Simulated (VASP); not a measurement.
# FeO (I4/mmm) in VASP: notebook

Runs on FeO. Level: PBEsol. Tasks: single point.

All numbers are computed with VASP 6.6.1; they aren't measurements. Logs are shortened: lines on timing, memory, paths and dates and some standing lists are left out, and cuts for length are marked.

### 1 The cell of the first run

It takes space group I4/mmm (No. 139, tetragonal). The conventional cell has a = 3.161 Å, b = 3.161 Å, c = 4.110 Å, α = 90.00°, β = 90.00°, γ = 90.00°. Fe (site symmetry 4/mmm) has 6 O at 2.06 to 2.24 Å within 2.7 Å. Within 2.7 Å of O (site symmetry 4/mmm) lie 6 Fe at 2.06 to 2.24 Å.

### 2 Single point, PBEsol, collinear spin, ferromagnetic start

The input, INCAR:

```
  PREC = Accurate
  ENCUT = 520
  EDIFF = 1E-6
  ISMEAR = -1
  SIGMA = 0.05
  LREAL = False
  LASPH = True
  NELM = 150
  ALGO = Normal
  ISIF = 2
  LWAVE = False
  LCHARG = False
  ISPIN = 2
  MAGMOM = 3 0
  LORBIT = 11
  LMAXMIX = 4
  GGA = PS
  NBANDS = 18
```

The input, KPOINTS:

```
Automatic mesh
0
Gamma
  12 12 12
```

The input, POSCAR:

```
FeO
1.0
   -1.5804507126      1.5804507126      2.0552348490
    1.5804507126     -1.5804507126      2.0552348490
    1.5804507126      1.5804507126     -2.0552348490
Fe O
1 1
Direct
    0.0000000000      0.0000000000      0.0000000000
    0.5000000000      0.5000000000      0.0000000000
```

Potentials or basis: VASP PAW PBE potentials, release 64 (Fe, O).

Launch:

```console
cat potpaw_PBE.64/Fe/POTCAR potpaw_PBE.64/O/POTCAR > POTCAR
mpirun -np 1 vasp_std > vasp.out
```

OUTCAR:

```text
PREC = Accurate
   ENCUT = 520
   EDIFF = 1E-6
   ISMEAR = -1
   LREAL = False
   LASPH = True
   NELM = 150
   ISIF = 2
   ISPIN = 2
   LORBIT = 11
   GGA = PS

 ion  position               nearest neighbor table
   1  0.000  0.000  0.000-   2 2.06   2 2.06   2 2.24   2 2.24   2 2.24   2 2.24
   2  0.500  0.500  0.000-   1 2.06   1 2.06   1 2.24   1 2.24   1 2.24   1 2.24

  LATTYP: Found a body centered tetragonal cell.
 ALAT       =     3.1609014252
 C/A-ratio  =     1.3004105934

  Lattice vectors:

 A1 = (  -1.5804507126,   1.5804507126,   2.0552348490)
 A2 = (   1.5804507126,  -1.5804507126,   2.0552348490)
 A3 = (   1.5804507126,   1.5804507126,  -2.0552348490)

Analysis of symmetry for initial positions (statically):
=====================================================================
 Subroutine PRICEL returns:
 Original cell was already a primitive cell.

 Routine SETGRP: Setting up the symmetry group for a
 body centered tetragonal supercell.

 Subroutine GETGRP returns: Found 16 space group operations
 (whereof 16 operations were pure point group operations)
 out of a pool of 16 trial point group operations.

The static configuration has the point symmetry D_4h.

Analysis of symmetry for dynamics (positions and initial velocities):
=====================================================================
 Subroutine PRICEL returns:
 Original cell was already a primitive cell.

 Routine SETGRP: Setting up the symmetry group for a
 body centered tetragonal supercell.

 Subroutine GETGRP returns: Found 16 space group operations
 (whereof 16 operations were pure point group operations)
 out of a pool of 16 trial point group operations.

The dynamic configuration has the point symmetry D_4h.

Analysis of structural, dynamic, and magnetic symmetry:
=====================================================================
 Subroutine PRICEL returns:
 Original cell was already a primitive cell.

 Routine SETGRP: Setting up the symmetry group for a
 body centered tetragonal supercell.

 Subroutine GETGRP returns: Found 16 space group operations
 (whereof 16 operations were pure point group operations)
 out of a pool of 16 trial point group operations.

The overall configuration has the point symmetry D_4h.

 Subroutine INISYM returns: Found 16 space group operations
 (whereof 16 operations are pure point group operations),
 and found     1 'primitive' translations

----------------------------------------------------------------------------------------

                                     Primitive cell

  volume of cell :      20.5345

  direct lattice vectors                    reciprocal lattice vectors
    -1.580450713  1.580450713  2.055234849     0.000000000  0.316365449  0.243281200
     1.580450713 -1.580450713  2.055234849     0.316365449  0.000000000  0.243281200
     1.580450713  1.580450713 -2.055234849     0.316365449  0.316365449  0.000000000

  length of vectors
     3.036385877  3.036385877  3.036385877     0.399090015  0.399090015  0.447408309

  position of ions in fractional coordinates (direct lattice)
     0.000000000  0.000000000  0.000000000
     0.500000000  0.500000000  0.000000000

  ion indices of the primitive-cell ions
   primitive index   ion index
                 1           1
                 2           2

----------------------------------------------------------------------------------------

 KPOINTS: Automatic mesh

Automatic generation of k-mesh.
 Grid dimensions read from file:
 generate k-points for:   12   12   12

 Generating k-lattice:

  Cartesian coordinates                     Fractional coordinates (reciprocal lattice)
     0.000000000  0.026363787  0.020273433     0.083333333  0.000000000  0.000000000
     0.026363787  0.000000000  0.020273433     0.000000000  0.083333333  0.000000000
     0.026363787  0.026363787  0.000000000     0.000000000  0.000000000  0.083333333

  Length of vectors
     0.033257501  0.033257501  0.037284026

  Shift w.r.t. Gamma in fractional coordinates (k-lattice)
     0.000000000  0.000000000  0.000000000

 Subroutine IBZKPT returns following result:
 ===========================================

 Found    163 irreducible k-points:

 Following reciprocal coordinates:
            Coordinates               Weight
  0.000000  0.000000  0.000000      1.000000
  0.083333  0.000000  0.000000      8.000000
  0.166667  0.000000 -0.000000      8.000000
  0.250000  0.000000  0.000000      8.000000
  0.333333  0.000000 -0.000000      8.000000
  0.416667 -0.000000  0.000000      8.000000
[... 16 lines left out ...]
  0.500000  0.166667  0.000000     16.000000
 -0.416667  0.166667 -0.000000     16.000000
 [... further k-points ...]
   k-points           NKPTS =    163   k-points in BZ     NKDIM =    163   number of bands    NBANDS=     18
   number of dos      NEDOS =    301   number of ions     NIONS =      2
   total plane-waves  NPLWV =  13824
   dimension x,y,z NGX =    24 NGY =   24 NGZ =   24
   dimension x,y,z NGXF=    48 NGYF=   48 NGZF=   48
   ions per type =               1   1
   NGX,Y,Z   is equivalent  to a cutoff of  13.14, 13.14, 13.14 a.u.
   NGXF,Y,Z  is equivalent  to a cutoff of  26.28, 26.28, 26.28 a.u.
 SYSTEM =  unknown system
   PREC   = accura    normal or accurate (medium, high low for compatibility)
   ISTART =      0    job   : 0-new  1-cont  2-samecut
   ICHARG =      2    charge: 1-file 2-atom 10-const
   ISPIN  =      2    spin polarized calculation?
   LNONCOLLINEAR =      F non collinear calculations
   LSORBIT =      F    spin-orbit coupling
   LASPH  =      T    aspherical Exc in radial PAW
   ENCUT  =  520.0 eV  38.22 Ry    6.18 a.u.   5.65  5.65  5.65*2*pi/ulx,y,z
   NELM   =    150;   NELMIN=  2; NELMDL= -5     # of ELM steps
   EDIFF  = 0.1E-05   stopping-criterion for ELM
   LREAL  =      F    real-space projection
   EDIFFG = 0.1E-04   stopping-criterion for IOM
   NSW    =      0    number of steps for IOM
   IBRION =     -1    ionic relax: 0-MD 1-quasi-New 2-CG
   NFREE  =      0    steps in history (QN), initial steepest desc. (CG)
   ISIF   =      2    stress and relaxation
   ISYM   =      2    0-nonsym 1-usesym 2-fastsym
   POTIM  = 0.5000    time-step for ionic-motion
   TEBEG  =    0.0;   TEEND  =   0.0 temperature during run
   PSTRESS=    0.0 pullay stress
   NELECT =      14.0000    total number of electrons
   NUPDOWN=      -1.0000    fix difference up-down
   EMIN   =  10.00;   EMAX   =-10.00  energy-range for DOS
   EFERMI =   0.00;   METHOD = LEGACY
   ISMEAR =    -1;   SIGMA  =   0.05  broadening in eV -4-tet -1-fermi 0-gaus
   EFERMI_NEDOS =   21; number of points for ismear=-14 and -15
   IALGO  =     38    algorithm
   IMIX   =      4    mixing-type and parameters
     AMIX     =   0.40;   BMIX     =  1.00
     AMIX_MAG =   1.60;   BMIX_MAG =  1.00
  volume/ion in A,a.u.               =      10.27        69.29
  Fermi-wavevector in a.u.,A,eV,Ry     =   1.440864  2.722839 28.246915  2.076090
  Thomas-Fermi vector in A             =   2.559561
   LORBIT       =     11    0 simple, 1 ext, 2 COOP (PROOUT), +10 PAW based schemes
   GGA     = PS    functional components
   LHFCALC =     F    Hartree Fock is set to
   AEXX    =    0.0000 exact exchange contribution
   IVDW    =     0    specifies the selected vdW correction
   LEPSILON=     F    determine dielectric tensor
   LRPA    =     F    only Hartree local field effects (RPA)
 spin polarized calculation
  energy-cutoff  :      520.00
  volume of cell :       20.53
 maximum number of plane-waves:       572
   NGX = 11   NGY = 11   NGZ = 11

 number of electron      13.9999999 magnetization       3.9976254

 Free energy of the ion-electron system (eV)
  ---------------------------------------------------
  ext. energy  EPLUGINS =         0.00000000
  ---------------------------------------------------
  free energy    TOTEN  =       -15.78726751 eV

  energy without entropy =      -15.77480393  energy(sigma->0) =      -15.78103572

 E-fermi :   5.7990     XC(G=0): -12.2647

 val. band max:        5.7946146351   @ k =   0.0000   0.0000   0.0000
 cond. band min:       5.8096742670   @ k =  -0.1667   0.2500   0.0833
 fundamental gap:      0.0150596319
 Fermi energy:         5.7989649386

 spin component 1

 k-point     1 :       0.0000    0.0000    0.0000
  band No.  band energies     occupation
      1     -14.7499      1.00000
      2       1.8531      1.00000
      3       1.8551      1.00000
      4       1.8551      1.00000
      5       2.0309      1.00000
      6       2.0747      1.00000
[... 10 lines left out ...]
     17      27.5345      0.00000
     18      28.0572      0.00000
[... 463 lines left out ...]
 k-point    24 :      -0.4167    0.1667   -0.0000
  band No.  band energies     occupation
      1     -13.8045      1.00000
      2      -1.9660      1.00000
      3      -0.5992      1.00000
      4      -0.1914      1.00000
      5       2.2650      1.00000
      6       2.7472      1.00000
[... 10 lines left out ...]
     17      30.6133      0.00000
     18      33.0265      0.00000

 [... further k-points ...]

 spin component 2

 k-point     1 :       0.0000    0.0000    0.0000
  band No.  band energies     occupation
      1     -14.1880      1.00000
      2       2.3884      1.00000
      3       2.6988      1.00000
      4       2.6988      1.00000
      5       4.9975      1.00000
      6       4.9975      1.00000
[... 10 lines left out ...]
     17      28.6828      0.00000
     18      29.5879      0.00000
[... 463 lines left out ...]
 k-point    24 :      -0.4167    0.1667   -0.0000
  band No.  band energies     occupation
      1     -13.2226      1.00000
      2      -1.1686      1.00000
      3       0.6457      1.00000
      4       1.1417      1.00000
      5       5.3353      0.99991
      6       6.1702      0.00060
[... 10 lines left out ...]
     17      31.4092      0.00000
     18      33.7346      0.00000

 [... further k-points ...]
[... 5 lines left out ...]
  --------------------------------------------------------------------------------------
  -------------------------------------------------------------------------------------
  Total       -1.6008662     -1.6008662     -0.6895449      0.0000000      0.0000000      0.0000000
  in kB     -124.9057033   -124.9057033    -53.8009271      0.0000000      0.0000000      0.0000000
  external PRESSURE =    -101.2041112 kB  Pullay stress =       0.0000000 kB

 VOLUME and BASIS-vectors are now :
 -----------------------------------------------------------------------------
  energy-cutoff  :      520.00
  volume of cell :       20.53
      direct lattice vectors                 reciprocal lattice vectors
    -1.580450713  1.580450713  2.055234849     0.000000000  0.316365449  0.243281200
     1.580450713 -1.580450713  2.055234849     0.316365449  0.000000000  0.243281200
     1.580450713  1.580450713 -2.055234849     0.316365449  0.316365449  0.000000000

 POSITION                                       TOTAL-FORCE (eV/Angst)
 -----------------------------------------------------------------------------------
      0.00000      0.00000      0.00000        -0.000000      0.000000      0.000000
      0.00000      0.00000      2.05523         0.000000     -0.000000      0.000000
 -----------------------------------------------------------------------------------
    total drift:                               -0.000000      0.000000     -0.000000

  FREE ENERGIE OF THE ION-ELECTRON SYSTEM (eV)
  ---------------------------------------------------
  free  energy   TOTEN  =       -15.7872675146 eV

  energy  without entropy=      -15.7748039285  energy(sigma->0) =      -15.78103572

 total charge

# of ion       s       p       d       tot
------------------------------------------
    1        0.294   0.357   6.078   6.729
    2        1.552   3.406   0.000   4.959
--------------------------------------------------
tot          1.846   3.764   6.078  11.687

 magnetization (x)

# of ion       s       p       d       tot
------------------------------------------
    1        0.029   0.020   3.553   3.603
    2        0.029   0.276   0.000   0.304
--------------------------------------------------
tot          0.058   0.296   3.553   3.907
```

Wall time 49 s (1 thread of Intel Xeon 6975P-C (Granite Rapids), shared host); peak memory 0.21 GiB.

Results:

| Item | Value |
| --- | --- |
| Free energy | -15.7873 eV |
| Pressure | -10.1 GPa |
| Band gap on the k mesh | zero (filled and empty bands overlap) |
| Net moment | 4.00 μB per cell |
| Site moments | Fe +3.60; O +0.30 μB |
| Valence electrons inside the program's atomic spheres | Fe 6.73; O 4.96 |

Levels at points of the mesh, in eV from the Fermi level:
Spin up:
```csv
k point,band 5,band 6,band 7,band 8,band 9,band 10,band 11,band 12,band 13,band 14
"(0.00, 0.00, 0.00)",-3.77,-3.72,-3.72,-3.62,-3.61,0.00,15.24,16.71,16.71,16.79
"(0.50, 0.00, 0.00)",-3.09,-3.00,-2.46,-0.71,-0.06,3.82,8.18,11.31,13.33,18.88
"(0.50, 0.50, 0.00)",-4.59,-3.34,-2.85,-2.78,-2.75,5.03,8.07,10.89,13.93,15.30
"(0.50, 0.50, 0.50)",-4.70,-3.25,-2.81,-2.81,-2.66,5.12,9.13,9.81,13.63,13.63
```
Spin down:
```tsv
k point	band 2	band 3	band 4	band 5	band 6	band 7	band 8	band 9
(0.00, 0.00, 0.00)	-3.41	-3.10	-3.10	-0.80	-0.80	-0.48	-0.27	0.00
(0.50, 0.00, 0.00)	-7.90	-5.19	-5.02	0.27	0.54	0.67	2.33	2.96
(0.50, 0.50, 0.00)	-6.84	-4.54	-3.98	-2.00	0.53	0.57	0.83	1.09
(0.50, 0.50, 0.50)	-6.63	-4.53	-4.53	-2.11	0.72	0.75	0.75	1.14
```

Caveat: the PAW data sets were made with another functional, which shifts forces and pressure a little; a cell with one magnetic atom can't hold antiferromagnetic order, which such compounds often take; semilocal functionals often make such compounds metallic where correlation or magnetic order opens a gap, which also shifts bond lengths.

(Part 1 of 2 ends here.)
